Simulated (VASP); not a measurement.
# Si3Ru (Fm-3m) in VASP: notebook

Si3Ru is run at these levels: PBE; tasks: single point, relaxation of cell and atoms.

Everything below comes from runs of VASP 6.6.1. Logs are shortened: lines on timing, memory, paths and dates and some standing lists are left out, and cuts for length are marked.

**1. The cell of the first run**

The structure is cubic, space group Fm-3m (No. 225). The conventional cell has a = 5.936 Å, b = 5.936 Å, c = 5.936 Å, α = 90.00°, β = 90.00°, γ = 90.00°. Within 3.4 Å of Si (site symmetry -43m) lie 10 Si at 2.57 to 2.97 Å and 4 Ru at 2.57 Å. Within 3.4 Å of Si (site symmetry m-3m) lie 8 Si at 2.57 Å and 6 Ru at 2.97 Å. Ru (site symmetry m-3m) has 14 Si at 2.57 to 2.97 Å within 3.4 Å.

The cell was built from a structure type or drawn by symmetry, and may not be a known phase.

**2. Single point, PBE**

INCAR reads:

```
SYSTEM = Si3Ru
  ALGO = Normal
  EDIFF = 1E-6
  ENCUT = 520
  GGA = PE
  ISIF = 2
  ISMEAR = 0
  LASPH = .True.
  LCHARG = .False.
  LREAL = .False.
  LWAVE = .False.
  NBANDS = 21
  NELM = 80
  PREC = Accurate
  SIGMA = 0.1
```

KPOINTS reads:

```
k-points
0
Gamma
  6 6 6
  0 0 0
```

POSCAR reads:

```
Si3Ru
1.0
    0.0000000000      2.9677669900      2.9677669900
    2.9677669900      0.0000000000      2.9677669900
    2.9677669900      2.9677669900      0.0000000000
Si Ru
3 1
Direct
    0.2500000000      0.2500000000      0.2500000000
    0.7500000000      0.7500000000      0.7500000000
    0.5000000000      0.5000000000      0.5000000000
    0.0000000000      0.0000000000      0.0000000000
```

Potentials or basis: VASP PAW PBE potentials, release 64 (Si, Ru_pv).

Launch:

```console
> cat potpaw_PBE.64/Si/POTCAR potpaw_PBE.64/Ru_pv/POTCAR > POTCAR
> mpirun -np 1 vasp_std > vasp.out
```

OUTCAR:

```text
SYSTEM = Si3Ru
   EDIFF = 1E-6
   ENCUT = 520
   GGA = PE
   ISIF = 2
   ISMEAR = 0
   LASPH = .True.
   LREAL = .False.
   NELM = 80
   PREC = Accurate

 ion  position               nearest neighbor table
   1  0.250  0.250  0.250-   4 2.57   4 2.57   4 2.57   3 2.57   4 2.57   3 2.57   3 2.57   3 2.57
                             2 2.97   2 2.97   2 2.97   2 2.97   2 2.97   2 2.97
   2  0.750  0.750  0.750-   3 2.57   3 2.57   3 2.57   3 2.57   4 2.57   4 2.57   4 2.57   4 2.57
                             1 2.97   1 2.97   1 2.97   1 2.97   1 2.97   1 2.97
   3  0.500  0.500  0.500-   1 2.57   1 2.57   1 2.57   1 2.57   2 2.57   2 2.57   2 2.57   2 2.57
                             4 2.97   4 2.97   4 2.97   4 2.97   4 2.97   4 2.97
   4  0.000  0.000  0.000-   2 2.57   2 2.57   2 2.57   1 2.57   2 2.57   1 2.57   1 2.57   1 2.57
                             3 2.97   3 2.97   3 2.97   3 2.97   3 2.97   3 2.97

  LATTYP: Found a face centered cubic cell.
 ALAT       =     5.9355339800

  Lattice vectors:

 A1 = (   0.0000000000,   2.9677669900,   2.9677669900)
 A2 = (   2.9677669900,   0.0000000000,   2.9677669900)
 A3 = (   2.9677669900,   2.9677669900,   0.0000000000)

Analysis of symmetry for initial positions (statically):
=====================================================================
 Subroutine PRICEL returns:
 Original cell was already a primitive cell.

 Routine SETGRP: Setting up the symmetry group for a
 face centered cubic supercell.

 Subroutine GETGRP returns: Found 48 space group operations
 (whereof 48 operations were pure point group operations)
 out of a pool of 48 trial point group operations.

The static configuration has the point symmetry O_h .

Analysis of symmetry for dynamics (positions and initial velocities):
=====================================================================
 Subroutine PRICEL returns:
 Original cell was already a primitive cell.

 Routine SETGRP: Setting up the symmetry group for a
 face centered cubic supercell.

 Subroutine GETGRP returns: Found 48 space group operations
 (whereof 48 operations were pure point group operations)
 out of a pool of 48 trial point group operations.

The dynamic configuration has the point symmetry O_h .

 Subroutine INISYM returns: Found 48 space group operations
 (whereof 48 operations are pure point group operations),
 and found     1 'primitive' translations

----------------------------------------------------------------------------------------

                                     Primitive cell

  volume of cell :      52.2781

  direct lattice vectors                    reciprocal lattice vectors
     0.000000000  2.967766990  2.967766990    -0.168476839  0.168476839  0.168476839
     2.967766990  0.000000000  2.967766990     0.168476839 -0.168476839  0.168476839
     2.967766990  2.967766990  0.000000000     0.168476839  0.168476839 -0.168476839

  length of vectors
     4.197056327  4.197056327  4.197056327     0.291810444  0.291810444  0.291810444

  position of ions in fractional coordinates (direct lattice)
     0.250000000  0.250000000  0.250000000
     0.750000000  0.750000000  0.750000000
     0.500000000  0.500000000  0.500000000
     0.000000000  0.000000000  0.000000000

  ion indices of the primitive-cell ions
   primitive index   ion index
                 1           1
                 2           2
                 3           3
                 4           4

----------------------------------------------------------------------------------------

 KPOINTS: k-points

Automatic generation of k-mesh.
 Grid dimensions read from file:
 generate k-points for:    6    6    6

 Generating k-lattice:

  Cartesian coordinates                     Fractional coordinates (reciprocal lattice)
    -0.028079473  0.028079473  0.028079473     0.166666667  0.000000000  0.000000000
     0.028079473 -0.028079473  0.028079473     0.000000000  0.166666667  0.000000000
     0.028079473  0.028079473 -0.028079473     0.000000000  0.000000000  0.166666667

  Length of vectors
     0.048635074  0.048635074  0.048635074

  Shift w.r.t. Gamma in fractional coordinates (k-lattice)
     0.000000000  0.000000000  0.000000000

 Subroutine IBZKPT returns following result:
 ===========================================

 Found     16 irreducible k-points:

 Following reciprocal coordinates:
            Coordinates               Weight
  0.000000  0.000000  0.000000      1.000000
  0.166667  0.000000  0.000000      8.000000
  0.333333  0.000000  0.000000      8.000000
  0.500000  0.000000  0.000000      4.000000
  0.166667  0.166667  0.000000      6.000000
  0.333333  0.166667  0.000000     24.000000
[... 8 lines left out ...]
 -0.333333  0.333333  0.166667     24.000000
 -0.333333  0.500000  0.166667     12.000000
   k-points           NKPTS =     16   k-points in BZ     NKDIM =     16   number of bands    NBANDS=     21
   number of dos      NEDOS =    301   number of ions     NIONS =      4
   total plane-waves  NPLWV =  32768
   dimension x,y,z NGX =    32 NGY =   32 NGZ =   32
   dimension x,y,z NGXF=    64 NGYF=   64 NGZF=   64
   ions per type =               3   1
   NGX,Y,Z   is equivalent  to a cutoff of  12.68, 12.68, 12.68 a.u.
   NGXF,Y,Z  is equivalent  to a cutoff of  25.35, 25.35, 25.35 a.u.
 SYSTEM =  Si3Ru
   PREC   = accura    normal or accurate (medium, high low for compatibility)
   ISTART =      0    job   : 0-new  1-cont  2-samecut
   ICHARG =      2    charge: 1-file 2-atom 10-const
   ISPIN  =      1    spin polarized calculation?
   LNONCOLLINEAR =      F non collinear calculations
   LSORBIT =      F    spin-orbit coupling
   LASPH  =      T    aspherical Exc in radial PAW
   ENCUT  =  520.0 eV  38.22 Ry    6.18 a.u.   7.80  7.80  7.80*2*pi/ulx,y,z
   NELM   =     80;   NELMIN=  2; NELMDL= -5     # of ELM steps
   EDIFF  = 0.1E-05   stopping-criterion for ELM
   LREAL  =      F    real-space projection
   EDIFFG = 0.1E-04   stopping-criterion for IOM
   NSW    =      0    number of steps for IOM
   IBRION =     -1    ionic relax: 0-MD 1-quasi-New 2-CG
   NFREE  =      0    steps in history (QN), initial steepest desc. (CG)
   ISIF   =      2    stress and relaxation
   ISYM   =      2    0-nonsym 1-usesym 2-fastsym
   POTIM  = 0.5000    time-step for ionic-motion
   TEBEG  =    0.0;   TEEND  =   0.0 temperature during run
   PSTRESS=    0.0 pullay stress
   NELECT =      26.0000    total number of electrons
   NUPDOWN=      -1.0000    fix difference up-down
   EMIN   =  10.00;   EMAX   =-10.00  energy-range for DOS
   EFERMI =   0.00;   METHOD = LEGACY
   ISMEAR =     0;   SIGMA  =   0.10  broadening in eV -4-tet -1-fermi 0-gaus
   EFERMI_NEDOS =   21; number of points for ismear=-14 and -15
   IALGO  =     38    algorithm
   IMIX   =      4    mixing-type and parameters
     AMIX     =   0.40;   BMIX     =  1.00
     AMIX_MAG =   1.60;   BMIX_MAG =  1.00
  volume/ion in A,a.u.               =      13.07        88.20
  Fermi-wavevector in a.u.,A,eV,Ry     =   1.297058  2.451085 22.889899  1.682360
  Thomas-Fermi vector in A             =   2.428475
   LORBIT       =      0    0 simple, 1 ext, 2 COOP (PROOUT), +10 PAW based schemes
   GGA     = PE    functional components
   LHFCALC =     F    Hartree Fock is set to
   AEXX    =    0.0000 exact exchange contribution
   IVDW    =     0    specifies the selected vdW correction
   LEPSILON=     F    determine dielectric tensor
   LRPA    =     F    only Hartree local field effects (RPA)
 non-spin polarized calculation
 Gauss-broadening in eV      SIGMA  =   0.10
  energy-cutoff  :      520.00
  volume of cell :       52.28
 maximum number of plane-waves:      1420
   NGX = 15   NGY = 15   NGZ = 15

 number of electron      25.9999996 magnetization

 Free energy of the ion-electron system (eV)
  ---------------------------------------------------
  ext. energy  EPLUGINS =         0.00000000
  ---------------------------------------------------
  free energy    TOTEN  =       -24.86746066 eV

  energy without entropy =      -24.86077160  energy(sigma->0) =      -24.86411613

 E-fermi :  11.9619     XC(G=0): -12.2939

 val. band max:       11.8381190608   @ k =   0.5000   0.5000   0.0000
 cond. band min:      11.9698049948   @ k =   0.3333   0.1667   0.0000
 fundamental gap:      0.1316859340
 Fermi energy:        11.9619378680

 k-point     1 :       0.0000    0.0000    0.0000
  band No.  band energies     occupation
      1     -30.7230      2.00000
      2     -30.7230      2.00000
      3     -30.7230      2.00000
      4      -2.2625      2.00000
      5       6.4865      2.00000
      6       6.4865      2.00000
[... 13 lines left out ...]
     20      14.7995      0.00000
     21      18.8439      0.00000

 k-point     2 :       0.1667    0.0000    0.0000
  band No.  band energies     occupation
      1     -30.7254      2.00000
      2     -30.7233      2.00000
      3     -30.7233      2.00000
      4      -1.9063      2.00000
      5       5.0462      2.00000
      6       6.5217      2.00000
[... 13 lines left out ...]
     20      16.9570      0.00000
     21      19.7786      0.00000

 k-point     3 :       0.3333    0.0000    0.0000
  band No.  band energies     occupation
      1     -30.7305      2.00000
      2     -30.7241      2.00000
      3     -30.7241      2.00000
      4      -0.8770      2.00000
      5       2.8639      2.00000
      6       6.3237      2.00000
[... 13 lines left out ...]
     20      19.0748      0.00000
     21      21.0779      0.00000

 k-point     4 :       0.5000    0.0000    0.0000
  band No.  band energies     occupation
      1     -30.7329      2.00000
      2     -30.7245      2.00000
      3     -30.7245      2.00000
      4       0.4431      2.00000
      5       1.1231      2.00000
      6       6.1538      2.00000
[... 13 lines left out ...]
     20      18.3811      0.00000
     21      19.7585      0.00000

 k-point     5 :       0.1667    0.1667    0.0000
  band No.  band energies     occupation
      1     -30.7254      2.00000
      2     -30.7239      2.00000
      3     -30.7239      2.00000
      4      -1.7888      2.00000
      5       5.3128      2.00000
      6       6.2622      2.00000
[... 13 lines left out ...]
     20      17.4624      0.00000
     21      18.6540      0.00000

 k-point     6 :       0.3333    0.1667    0.0000
  band No.  band energies     occupation
      1     -30.7291      2.00000
      2     -30.7248      2.00000
      3     -30.7248      2.00000
      4      -0.9872      2.00000
      5       3.7379      2.00000
      6       5.2802      2.00000
[... 13 lines left out ...]
     20      18.7863      0.00000
     21      19.8236      0.00000

 k-point     7 :       0.5000    0.1667    0.0000
  band No.  band energies     occupation
      1     -30.7320      2.00000
      2     -30.7259      2.00000
      3     -30.7250      2.00000
      4       0.3644      2.00000
      5       1.7771      2.00000
      6       4.7540      2.00000
[... 13 lines left out ...]
     20      18.9504      0.00000
     21      19.7412      0.00000
[... 99 lines left out ...]
      1     -30.7298      2.00000
      2     -30.7297      2.00000
      3     -30.7255      2.00000
      4       1.0794      2.00000
      5       2.3352      2.00000
      6       2.8359      2.00000
[... 13 lines left out ...]
     20      19.8930      0.00000
     21      19.9167      0.00000

 k-point    13 :       0.5000    0.5000    0.0000
  band No.  band energies     occupation
      1     -30.7326      2.00000
      2     -30.7267      2.00000
      3     -30.7267      2.00000
      4       1.4914      2.00000
      5       1.7071      2.00000
      6       3.7361      2.00000
[... 13 lines left out ...]
     20      17.8583      0.00000
     21      17.9377      0.00000

 k-point    14 :       0.5000    0.3333    0.1667
  band No.  band energies     occupation
      1     -30.7305      2.00000
      2     -30.7271      2.00000
      3     -30.7253      2.00000
      4      -0.0149      2.00000
      5       3.2428      2.00000
      6       3.6544      2.00000
[... 13 lines left out ...]
     20      19.4518      0.00000
     21      20.3965      0.00000

 k-point    15 :      -0.3333    0.3333    0.1667
  band No.  band energies     occupation
      1     -30.7308      2.00000
      2     -30.7284      2.00000
      3     -30.7259      2.00000
      4       1.1591      2.00000
      5       1.9330      2.00000
      6       3.4089      2.00000
[... 13 lines left out ...]
     20      18.6403      0.00000
     21      21.3832      0.00000

 k-point    16 :      -0.3333    0.5000    0.1667
  band No.  band energies     occupation
      1     -30.7311      2.00000
      2     -30.7282      2.00000
      3     -30.7268      2.00000
      4       1.7275      2.00000
      5       2.0177      2.00000
      6       2.9001      2.00000
[... 13 lines left out ...]
     20      18.9457      0.00000
     21      21.4615      0.00000

------------------------ aborting loop because EDIFF is reached ----------------------------------------

  FORCE on cell =-STRESS in cart. coord.  units (eV):
  Direction    XX          YY          ZZ          XY          YZ          ZX
  --------------------------------------------------------------------------------------
  -------------------------------------------------------------------------------------
  Total        2.0976274      2.0976274      2.0976274      0.0000000      0.0000000     -0.0000000
  in kB       64.2864631     64.2864631     64.2864631      0.0000000      0.0000000     -0.0000000
  external PRESSURE =      64.2864631 kB  Pullay stress =       0.0000000 kB

 VOLUME and BASIS-vectors are now :
 -----------------------------------------------------------------------------
  energy-cutoff  :      520.00
  volume of cell :       52.28
      direct lattice vectors                 reciprocal lattice vectors
     0.000000000  2.967766990  2.967766990    -0.168476839  0.168476839  0.168476839
     2.967766990  0.000000000  2.967766990     0.168476839 -0.168476839  0.168476839
     2.967766990  2.967766990  0.000000000     0.168476839  0.168476839 -0.168476839

 POSITION                                       TOTAL-FORCE (eV/Angst)
 -----------------------------------------------------------------------------------
      1.48388      1.48388      1.48388        -0.000000     -0.000000     -0.000000
      4.45165      4.45165      4.45165         0.000000     -0.000000      0.000000
      2.96777      2.96777      2.96777         0.000000      0.000000     -0.000000
      0.00000      0.00000      0.00000         0.000000      0.000000     -0.000000
 -----------------------------------------------------------------------------------
    total drift:                                0.000000     -0.000000      0.000000

  FREE ENERGIE OF THE ION-ELECTRON SYSTEM (eV)
  ---------------------------------------------------
  free  energy   TOTEN  =       -24.8674606551 eV

  energy  without entropy=      -24.8607715994  energy(sigma->0) =      -24.86411613
```

Wall time 8.5 s (1 thread of Intel Xeon 6975P-C (Granite Rapids), shared host); peak memory 0.17 GiB.

Results:

```
Free energy            : -24.8675 eV
Pressure               : 6.4 GPa
Band gap on the k mesh : zero (bands 13 and 14 overlap by 0.58 eV)
```

Caveat: the cell stands under pressure.

(Continued in part 2 of 2.)
